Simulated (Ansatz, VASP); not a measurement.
# One calculation of RbAsO3, two programs

INCAR

```
  PREC = Accurate
  ENCUT = 600
  EDIFF = 1E-6
  ISMEAR = -1
  SIGMA = 0.1
  LREAL = F
  LASPH = T
  NELM = 120
  ALGO = Normal
  ISIF = 2
  LWAVE = F
  LCHARG = T
  GGA = CA
  LELF = T
  LVHAR = T
  NBANDS = 29
  GGA_COMPAT = F
```

File KPOINTS:

```
Automatic mesh
0
Gamma
  4 4 4
```

The input POSCAR:

```
RbAsO3
1.0
    3.8174159794      0.0000000000      0.0000000000
    0.0000000000      3.8174159794      0.0000000000
    0.0000000000      0.0000000000      3.8174159794
Rb As O
1 1 3
Direct
    0.0000000000      0.0000000000      0.0000000000
    0.5000000000      0.5000000000      0.5000000000
    0.5000000000      0.5000000000      0.0000000000
    0.5000000000      0.0000000000      0.5000000000
    0.0000000000      0.5000000000      0.5000000000
```

Input for Ansatz:

```yaml
crystal:
  lattice:
    - [3.8174159794465425, -1.1443585010148789e-18, -4.5197308865735105e-15]
    - [-1.144533673641972e-18, 3.8174159794465425, -1.5542177123327895e-16]
    - [3.2007553608689985e-15, -8.550268427429467e-16, 3.8174159794465203]
  atoms:
    - { symbol: Rb, position: [-1.7183057859879546e-31, 1.257855309319205e-31, 1.8165594148855859e-31] }
    - { symbol: As, position: [0.500000000000001, 0.500000000000001, 0.500000000000001] }
    - { symbol: O, position: [0.500000000000001, 0.500000000000001, 2.425267630680422e-31] }
    - { symbol: O, position: [0.500000000000001, -4.4347447292970885e-31, 0.5000000000000011] }
    - { symbol: O, position: [1.648196071179905e-30, 0.500000000000001, 0.500000000000001] }
kpoints:
  mp_grid:
    grid: [4, 4, 4]
hamiltonian:
  xc: lda
  pseudopotentials:
    kind: paw
scf:
  occupations:
    method: fermi_dirac
    width: 0.1
output:
  forces: true
  stress: true
```

Alike in both runs: task single point; functional LDA; k mesh 4 × 4 × 4; occupations fermi-dirac, width 0.1 eV; no spin polarisation.

|  | VASP | Ansatz |
| --- | --- | --- |
| version | VASP 6.6.1 | Ansatz 0.2.0 |
| potentials or method | VASP PAW LDA potentials, release 64 (Rb_sv, As_d, O) | plane waves, PAW |
| plane-wave cutoff (eV) | 600 | 420 |
| valence electrons in the cell | 42 | 42 |

|  | VASP | Ansatz | Ansatz less VASP |
| --- | --- | --- | --- |
| pressure (GPa) | 1.0 | 0.0 | -0.98 |

LDA's correlation is that of Perdew and Zunger in VASP and of Perdew and Wang (1992) in Ansatz.

The k mesh is coarse, so the values compare programs but aren't converged.
